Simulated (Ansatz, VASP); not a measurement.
**Ir2O in VASP and in Ansatz**

```
CELL_PARAMETERS angstrom
4.24157 0.00000 0.00000
-2.12078 3.67331 0.00000
0.00000 0.00000 2.64178
ATOMIC_POSITIONS crystal
Ir 0.33333 0.66667 0.00000
Ir 0.66667 0.33333 0.00000
O 0.00000 0.00000 0.00000
```

Alike in both runs: functional PBE; k mesh 12 × 12 × 18; occupations gaussian, width 0.1 eV; no spin polarisation.

Ansatz relaxed the structure, and its values are those at the end. VASP's run is a single point on that final structure, the one shown.

```csv
,VASP,Ansatz
version,VASP 6.6.1,Ansatz 0.2.0
potentials or method,"VASP PAW PBE potentials, release 64 (Ir, O), cutoff 520 eV","scalar-relativistic, plane waves, PAW"
valence electrons in the cell,24,40
```

Ansatz gave:

| Property | Result |
| --- | --- |
| gap on the k mesh at the Fermi level (eV) | none |
| pressure (GPa) | 0.0 |

Q: What did VASP give for the same quantities?

A: gap on the k mesh at the Fermi level (eV): none; pressure (GPa): 0.3.

A gap of «none» marks a metal or a gap that the smearing closes. VASP's potentials hold 24 valence electrons a cell and Ansatz's 40, so a difference there can come from the potentials and not from the codes.

Spin-orbit coupling is off throughout.
